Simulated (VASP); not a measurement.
# MgS in VASP: further runs

The runs below take MgS through single point, with LDA.

All numbers are computed with VASP 6.6.1; they aren't measurements. Logs are shortened: lines on timing, memory, paths and dates and some standing lists are left out, and cuts for length are marked.

## Step 1: The cell of the first run

Symmetry: R-3m, No. 166, trigonal system. Conventional cell: a = 3.617 Å, b = 3.617 Å, c = 8.927 Å, α = 90.00°, β = 90.00°, γ = 120.00°. Mg (site symmetry -3m) has 6 S at 2.56 Å within 3.4 Å. Within 3.4 Å of S (site symmetry -3m) lie 6 Mg at 2.56 Å.

## Step 2: Single point, LDA (equal xy, yz and zx engineering shears of +0.5 %)

The input, INCAR:

```
ALGO = Normal ; EDIFF = 1E-6
ENCUT = 520 ; ISIF = 2
ISMEAR = 0 ; LASPH = T
LCHARG = F ; LREAL = F
LWAVE = F ; NBANDS = 11
NELM = 60 ; PREC = Accurate
SIGMA = 0.01
```

The input, KPOINTS:

```
k-points
0
Gamma
  8 8 8
```

The input, POSCAR:

```
MgS
1.0
    0.0128209123      2.5705929079      2.5705929079
    2.5705929079      0.0128209123      2.5705929079
    2.5705929079      2.5705929079      0.0128209123
Mg S
1 1
Direct
    0.0000000000      0.0000000000      0.0000000000
    0.5000000000      0.5000000000      0.5000000000
```

Potentials or basis: VASP PAW LDA potentials, release 64 (Mg, S).

The run is started by

```console
cat potpaw_LDA.64/Mg/POTCAR potpaw_LDA.64/S/POTCAR > POTCAR
mpirun -np 1 vasp_std > vasp.out
```

OUTCAR:

```text
EDIFF = 1E-6
   ENCUT = 520
   ISIF = 2
   ISMEAR = 0
   LASPH = T
   LREAL = F
   NELM = 60
   PREC = Accurate

 ion  position               nearest neighbor table
   1  0.000  0.000  0.000-   2 2.56   2 2.56   2 2.56   2 2.56   2 2.56   2 2.56
   2  0.500  0.500  0.500-   1 2.56   1 2.56   1 2.56   1 2.56   1 2.56   1 2.56

  LATTYP: Found a trigonal (rhomboedric) cell.
 ALAT       =     3.6353899615
 COS(alpha) =     0.5049812504

  Lattice vectors:

 A1 = (   0.0128209123,   2.5705929079,   2.5705929079)
 A2 = (   2.5705929079,   0.0128209123,   2.5705929079)
 A3 = (   2.5705929079,   2.5705929079,   0.0128209123)

Analysis of symmetry for initial positions (statically):
=====================================================================
 Subroutine PRICEL returns:
 Original cell was already a primitive cell.

 Routine SETGRP: Setting up the symmetry group for a
 trigonal (rhombohedral) supercell.

 Subroutine GETGRP returns: Found 12 space group operations
 (whereof 12 operations were pure point group operations)
 out of a pool of 12 trial point group operations.

The static configuration has the point symmetry D_3d.

Analysis of symmetry for dynamics (positions and initial velocities):
=====================================================================
 Subroutine PRICEL returns:
 Original cell was already a primitive cell.

 Routine SETGRP: Setting up the symmetry group for a
 trigonal (rhombohedral) supercell.

 Subroutine GETGRP returns: Found 12 space group operations
 (whereof 12 operations were pure point group operations)
 out of a pool of 12 trial point group operations.

The dynamic configuration has the point symmetry D_3d.

 Subroutine INISYM returns: Found 12 space group operations
 (whereof 12 operations are pure point group operations),
 and found     1 'primitive' translations

----------------------------------------------------------------------------------------

                                     Primitive cell

  volume of cell :      33.7185

  direct lattice vectors                    reciprocal lattice vectors
     0.012820912  2.570592908  2.570592908    -0.195968907  0.194996356  0.194996356
     2.570592908  0.012820912  2.570592908     0.194996356 -0.195968907  0.194996356
     2.570592908  2.570592908  0.012820912     0.194996356  0.194996356 -0.195968907

  length of vectors
     3.635389961  3.635389961  3.635389961     0.338306030  0.338306030  0.338306030

  position of ions in fractional coordinates (direct lattice)
     0.000000000  0.000000000  0.000000000
     0.500000000  0.500000000  0.500000000

  ion indices of the primitive-cell ions
   primitive index   ion index
                 1           1
                 2           2

----------------------------------------------------------------------------------------

 KPOINTS: k-points

Automatic generation of k-mesh.
 Grid dimensions read from file:
 generate k-points for:    8    8    8

 Generating k-lattice:

  Cartesian coordinates                     Fractional coordinates (reciprocal lattice)
    -0.024496113  0.024374545  0.024374545     0.125000000  0.000000000 -0.000000000
     0.024374545 -0.024496113  0.024374545     0.000000000  0.125000000 -0.000000000
     0.024374545  0.024374545 -0.024496113     0.000000000  0.000000000  0.125000000

  Length of vectors
     0.042288254  0.042288254  0.042288254

  Shift w.r.t. Gamma in fractional coordinates (k-lattice)
     0.000000000  0.000000000  0.000000000

 Subroutine IBZKPT returns following result:
 ===========================================

 Found     65 irreducible k-points:

 Following reciprocal coordinates:
            Coordinates               Weight
  0.000000  0.000000  0.000000      1.000000
  0.125000  0.000000  0.000000      6.000000
  0.250000  0.000000  0.000000      6.000000
  0.375000  0.000000  0.000000      6.000000
  0.500000  0.000000  0.000000      3.000000
  0.125000  0.125000  0.000000      6.000000
[... 16 lines left out ...]
  0.250000  0.125000  0.125000      6.000000
  0.375000  0.125000  0.125000      6.000000
 [... further k-points ...]
   k-points           NKPTS =     65   k-points in BZ     NKDIM =     65   number of bands    NBANDS=     11
   number of dos      NEDOS =    301   number of ions     NIONS =      2
   total plane-waves  NPLWV =  21952
   dimension x,y,z NGX =    28 NGY =   28 NGZ =   28
   dimension x,y,z NGXF=    56 NGYF=   56 NGZF=   56
   ions per type =               1   1
   NGX,Y,Z   is equivalent  to a cutoff of  12.80, 12.80, 12.80 a.u.
   NGXF,Y,Z  is equivalent  to a cutoff of  25.61, 25.61, 25.61 a.u.
 SYSTEM =  unknown system
   PREC   = accura    normal or accurate (medium, high low for compatibility)
   ISTART =      0    job   : 0-new  1-cont  2-samecut
   ICHARG =      2    charge: 1-file 2-atom 10-const
   ISPIN  =      1    spin polarized calculation?
   LNONCOLLINEAR =      F non collinear calculations
   LSORBIT =      F    spin-orbit coupling
   LASPH  =      T    aspherical Exc in radial PAW
   ENCUT  =  520.0 eV  38.22 Ry    6.18 a.u.   6.76  6.76  6.76*2*pi/ulx,y,z
   NELM   =     60;   NELMIN=  2; NELMDL= -5     # of ELM steps
   EDIFF  = 0.1E-05   stopping-criterion for ELM
   LREAL  =      F    real-space projection
   EDIFFG = 0.1E-04   stopping-criterion for IOM
   NSW    =      0    number of steps for IOM
   IBRION =     -1    ionic relax: 0-MD 1-quasi-New 2-CG
   NFREE  =      0    steps in history (QN), initial steepest desc. (CG)
   ISIF   =      2    stress and relaxation
   ISYM   =      2    0-nonsym 1-usesym 2-fastsym
   POTIM  = 0.5000    time-step for ionic-motion
   TEBEG  =    0.0;   TEEND  =   0.0 temperature during run
   PSTRESS=    0.0 pullay stress
   NELECT =       8.0000    total number of electrons
   NUPDOWN=      -1.0000    fix difference up-down
   EMIN   =  10.00;   EMAX   =-10.00  energy-range for DOS
   EFERMI =   0.00;   METHOD = LEGACY
   ISMEAR =     0;   SIGMA  =   0.01  broadening in eV -4-tet -1-fermi 0-gaus
   EFERMI_NEDOS =   21; number of points for ismear=-14 and -15
   IALGO  =     38    algorithm
   IMIX   =      4    mixing-type and parameters
     AMIX     =   0.40;   BMIX     =  1.00
     AMIX_MAG =   1.60;   BMIX_MAG =  1.00
  volume/ion in A,a.u.               =      16.86       113.77
  Fermi-wavevector in a.u.,A,eV,Ry     =   1.013480  1.915200 13.975118  1.027142
  Thomas-Fermi vector in A             =   2.146651
   LORBIT       =      0    0 simple, 1 ext, 2 COOP (PROOUT), +10 PAW based schemes
   GGA     = CA    functional components
   LHFCALC =     F    Hartree Fock is set to
   AEXX    =    0.0000 exact exchange contribution
   IVDW    =     0    specifies the selected vdW correction
   LEPSILON=     F    determine dielectric tensor
   LRPA    =     F    only Hartree local field effects (RPA)
 non-spin polarized calculation
 Gauss-broadening in eV      SIGMA  =   0.01
  energy-cutoff  :      520.00
  volume of cell :       33.72
 maximum number of plane-waves:       934
   NGX = 13   NGY = 13   NGZ = 13

 number of electron       7.9999999 magnetization

 Free energy of the ion-electron system (eV)
  ---------------------------------------------------
  ext. energy  EPLUGINS =         0.00000000
  ---------------------------------------------------
  free energy    TOTEN  =        -9.59164316 eV

  energy without entropy =       -9.59164316  energy(sigma->0) =       -9.59164316

 E-fermi :   4.1355     XC(G=0): -10.1682

 val. band max:        4.0061826741   @ k =   0.0000   0.0000   0.0000
 cond. band min:       6.6309956343   @ k =   0.5000   0.5000   0.0000
 fundamental gap:      2.6248129602
 Fermi energy:         4.1354741558

 k-point     1 :       0.0000    0.0000    0.0000
  band No.  band energies     occupation
      1      -8.9152      2.00000
      2       3.9340      2.00000
      3       4.0062      2.00000
      4       4.0062      2.00000
      5       7.8235      0.00000
      6      11.7031      0.00000
      7      11.8315      0.00000
      8      11.8315      0.00000
      9      14.2927      0.00000
     10      14.2927      0.00000
     11      16.4342      0.00000

 k-point     2 :       0.1250    0.0000    0.0000
  band No.  band energies     occupation
      1      -8.7504      2.00000
      2       2.8920      2.00000
      3       3.8315      2.00000
      4       3.8914      2.00000
      5       8.6141      0.00000
      6      11.5241      0.00000
      7      11.9927      0.00000
      8      12.0960      0.00000
      9      13.6193      0.00000
     10      13.6569      0.00000
     11      16.7006      0.00000

 k-point     3 :       0.2500    0.0000    0.0000
  band No.  band energies     occupation
      1      -8.3008      2.00000
      2       1.0270      2.00000
      3       3.5920      2.00000
      4       3.6433      2.00000
      5       8.9027      0.00000
      6      11.6549      0.00000
      7      11.7153      0.00000
      8      12.3961      0.00000
      9      14.1673      0.00000
     10      14.2805      0.00000
     11      15.8721      0.00000

 k-point     4 :       0.3750    0.0000    0.0000
  band No.  band energies     occupation
      1      -7.7419      2.00000
      2      -0.5226      2.00000
      3       3.3834      2.00000
      4       3.4268      2.00000
      5       8.5564      0.00000
      6      10.9754      0.00000
      7      11.0385      0.00000
      8      13.9934      0.00000
      9      15.5287      0.00000
     10      16.1967      0.00000
     11      16.3307      0.00000
[... 239 lines left out ...]
 k-point    22 :       0.1250    0.1250    0.1250
  band No.  band energies     occupation
      1      -8.7532      2.00000
      2       2.8304      2.00000
      3       3.8967      2.00000
      4       3.8967      2.00000
      5       8.6359      0.00000
      6      11.4374      0.00000
      7      12.0948      0.00000
      8      12.0948      0.00000
      9      13.6620      0.00000
     10      13.6620      0.00000
     11      16.7417      0.00000

 k-point    23 :       0.2500    0.1250    0.1250
  band No.  band energies     occupation
      1      -8.4950      2.00000
      2       1.9233      2.00000
      3       3.1947      2.00000
      4       3.8838      2.00000
      5       9.4946      0.00000
      6      11.0660      0.00000
      7      12.0641      0.00000
      8      12.4157      0.00000
      9      12.5054      0.00000
     10      14.7344      0.00000
     11      17.6826      0.00000

 k-point    24 :       0.3750    0.1250    0.1250
  band No.  band energies     occupation
      1      -8.0021      2.00000
      2       0.4858      2.00000
      3       2.6359      2.00000
      4       3.6311      2.00000
      5       9.6252      0.00000
      6      11.0363      0.00000
      7      11.5679      0.00000
      8      12.2441      0.00000
      9      13.8816      0.00000
     10      16.7413      0.00000
     11      16.9819      0.00000

 [... further k-points ...]
[... 5 lines left out ...]
  --------------------------------------------------------------------------------------
  -------------------------------------------------------------------------------------
  Total       -0.1168529     -0.1168529     -0.1168529     -0.0603213     -0.0603213     -0.0603213
  in kB       -5.5524104     -5.5524104     -5.5524104     -2.8662408     -2.8662408     -2.8662408
  external PRESSURE =      -5.5524104 kB  Pullay stress =       0.0000000 kB

 VOLUME and BASIS-vectors are now :
 -----------------------------------------------------------------------------
  energy-cutoff  :      520.00
  volume of cell :       33.72
      direct lattice vectors                 reciprocal lattice vectors
     0.012820912  2.570592908  2.570592908    -0.195968907  0.194996356  0.194996356
     2.570592908  0.012820912  2.570592908     0.194996356 -0.195968907  0.194996356
     2.570592908  2.570592908  0.012820912     0.194996356  0.194996356 -0.195968907

 POSITION                                       TOTAL-FORCE (eV/Angst)
 -----------------------------------------------------------------------------------
      0.00000      0.00000      0.00000        -0.000000      0.000000     -0.000000
      2.57700      2.57700      2.57700         0.000000     -0.000000      0.000000
 -----------------------------------------------------------------------------------
    total drift:                                0.000000      0.000000      0.000000

  FREE ENERGIE OF THE ION-ELECTRON SYSTEM (eV)
  ---------------------------------------------------
  free  energy   TOTEN  =        -9.5916431616 eV

  energy  without entropy=       -9.5916431616  energy(sigma->0) =       -9.59164316
```

Run time: 17 s. Hardware: 1 thread of AMD EPYC 7R43 (Zen 3), shared host; peak memory 0.11 GiB.

Results:

| Property | Result |
| --- | --- |
| Free energy | -9.5916 eV |
| Pressure | -0.6 GPa |
| Band gap on the k mesh | 2.62 eV, indirect (least direct gap 3.82 eV) |

Stress tensor (GPa, compression positive):
```
-0.56 -0.29 -0.29
-0.29 -0.56 -0.29
-0.29 -0.29 -0.56
```

Caveat: the cell differs from its parent crystal (equal xy, yz and zx engineering shears of +0.5 %). A k mesh can miss the band edges.

## Step 3: Single point, LDA (atom 1 moved by [0.01, 0.01, 0.01] A)

The input, INCAR:

```
  PREC = Accurate
  ENCUT = 520
  EDIFF = 1E-6
  ISMEAR = 0
  SIGMA = 0.01
  LREAL = F
  LASPH = T
  NELM = 100
  ALGO = Normal
  ISIF = 2
  LWAVE = F
  LCHARG = F
  NBANDS = 11
```

The input, KPOINTS:

```
regular mesh
0
Gamma
  8 8 8
```

The input, POSCAR:

```
MgS
1.0
    0.0000000000      2.5641824518      2.5641824518
    2.5641824518      0.0000000000      2.5641824518
    2.5641824518      2.5641824518      0.0000000000
Mg S
1 1
Direct
    0.0019499392      0.0019499392      0.0019499392
    0.5000000000      0.5000000000      0.5000000000
```

Potentials or basis: VASP PAW LDA potentials, release 64 (Mg, S).

The run is started by

```console
cat potpaw_LDA.64/Mg/POTCAR potpaw_LDA.64/S/POTCAR > POTCAR
mpirun -np 1 vasp_std > vasp.out
```

OUTCAR:

```text
PREC = Accurate
   ENCUT = 520
   EDIFF = 1E-6
   ISMEAR = 0
   LREAL = F
   LASPH = T
   NELM = 100
   ISIF = 2

 ion  position               nearest neighbor table
   1  0.002  0.002  0.002-   2 2.55   2 2.55   2 2.55   2 2.57   2 2.57   2 2.57
   2  0.500  0.500  0.500-   1 2.55   1 2.55   1 2.55   1 2.57   1 2.57   1 2.57

  LATTYP: Found a face centered cubic cell.
 ALAT       =     5.1283649036

  Lattice vectors:

 A1 = (   0.0000000000,   2.5641824518,   2.5641824518)
[... 512 lines left out ...]
      5       9.6296      0.00000
      6      11.0606      0.00000
      7      11.5496      0.00000
      8      12.1874      0.00000
      9      13.8208      0.00000
     10      16.8180      0.00000
     11      17.0263      0.00000

 [... further k-points ...]
[... 5 lines left out ...]
  --------------------------------------------------------------------------------------
  -------------------------------------------------------------------------------------
  Total       -0.1146985     -0.1146985     -0.1146985     -0.0003914     -0.0003914     -0.0003914
  in kB       -5.4499358     -5.4499358     -5.4499358     -0.0185968     -0.0185968     -0.0185968
  external PRESSURE =      -5.4499358 kB  Pullay stress =       0.0000000 kB

 VOLUME and BASIS-vectors are now :
 -----------------------------------------------------------------------------
  energy-cutoff  :      520.00
  volume of cell :       33.72
      direct lattice vectors                 reciprocal lattice vectors
     0.000000000  2.564182452  2.564182452    -0.194993925  0.194993925  0.194993925
     2.564182452  0.000000000  2.564182452     0.194993925 -0.194993925  0.194993925
     2.564182452  2.564182452  0.000000000     0.194993925  0.194993925 -0.194993925

 POSITION                                       TOTAL-FORCE (eV/Angst)
 -----------------------------------------------------------------------------------
      0.01000      0.01000      0.01000        -0.032397     -0.032397     -0.032397
      2.56418      2.56418      2.56418         0.032397      0.032397      0.032397
 -----------------------------------------------------------------------------------
    total drift:                               -0.000020     -0.000020     -0.000020

  FREE ENERGIE OF THE ION-ELECTRON SYSTEM (eV)
  ---------------------------------------------------
  free  energy   TOTEN  =        -9.5916142350 eV

  energy  without entropy=       -9.5916142350  energy(sigma->0) =       -9.59161424
```

stdout:

```text
POSCAR found type information on POSCAR MgS
 POSCAR found :  2 types and       2 ions
 scaLAPACK will be used
 LDA part: xc-table for (Slater(with rela. corr.)+CA(PZ))
 , standard interpolation
 POSCAR, INCAR and KPOINTS ok, starting setup
 FFT: planning ... GRIDC
 FFT: planning ... GRID_SOFT
 FFT: planning ... GRID
 WAVECAR not read
 entering main loop
```

Wall time 17 s (1 thread of AMD EPYC 7R43 (Zen 3), shared host); peak memory 0.12 GiB.

Results:

```yaml
Free_energy: -9.5916 eV
Pressure: -0.5 GPa
Largest_force: 0.056 eV/Å
Band_gap_on_the_k_mesh: 2.65 eV, indirect (least direct gap 3.84 eV)
```

Forces in eV/Å, atoms in the order of the input:
```
Mg  -0.032 -0.032 -0.032
S    0.032  0.032  0.032
```

Caveat: the cell differs from its parent crystal (atom 1 moved by [0.01, 0.01, 0.01] A).

## Step 4: Single point, LDA (atom 1 moved by [-0.01, -0.01, -0.01] A)

Edit INCAR of step 3 so:

```diff
@@ -11,3 +11,6 @@
   LWAVE = F
-  LCHARG = F
+  LCHARG = T
+  GGA = CA
+  LELF = T
+  LVHAR = T
   NBANDS = 11
```

The input, KPOINTS:

```
Automatic mesh
0
Gamma
  8 8 8
```

Edit POSCAR of step 3 so:

```diff
@@ -8,3 +8,3 @@
 Direct
-    0.0019499392      0.0019499392      0.0019499392
+   -0.0019499392     -0.0019499392     -0.0019499392
     0.5000000000      0.5000000000      0.5000000000
```

The run is started by

```console
cat potpaw_LDA.64/Mg/POTCAR potpaw_LDA.64/S/POTCAR > POTCAR
mpirun -np 1 vasp_std > vasp.out
```

Run time: 19 s. Hardware: 1 thread of AMD EPYC 7R43 (Zen 3), shared host; peak memory 0.12 GiB.

Results (log left out):

| Quantity | Value |
| --- | --- |
| Free energy | -9.5916 eV |
| Pressure | -0.5 GPa |
| Largest force | 0.056 eV/Å |
| Band gap on the k mesh | 2.65 eV, indirect (least direct gap 3.84 eV) |

Forces on the atoms (eV/Å):
```
Mg   0.032  0.032  0.032
S   -0.032 -0.032 -0.032
```

Levels at points of the mesh, in eV from the valence-band top:
```csv
k point,band 1,band 2,band 3,band 4,band 5,band 6,band 7,band 8
"(0.00, 0.00, 0.00)",-12.90,0.00,0.00,0.00,3.84,7.81,7.81,7.81
"(0.50, 0.00, 0.00)",-11.45,-5.14,-0.65,-0.65,4.44,6.79,6.79,10.31
"(0.50, 0.50, 0.50)",-11.45,-5.14,-0.65,-0.65,4.44,6.79,6.79,10.31
"(0.50, 0.50, 0.00)",-11.03,-4.49,-1.81,-1.81,2.65,4.11,12.22,12.88
```

Caveat: the cell differs from its parent crystal (atom 1 moved by [-0.01, -0.01, -0.01] A). A k mesh can miss the band edges.
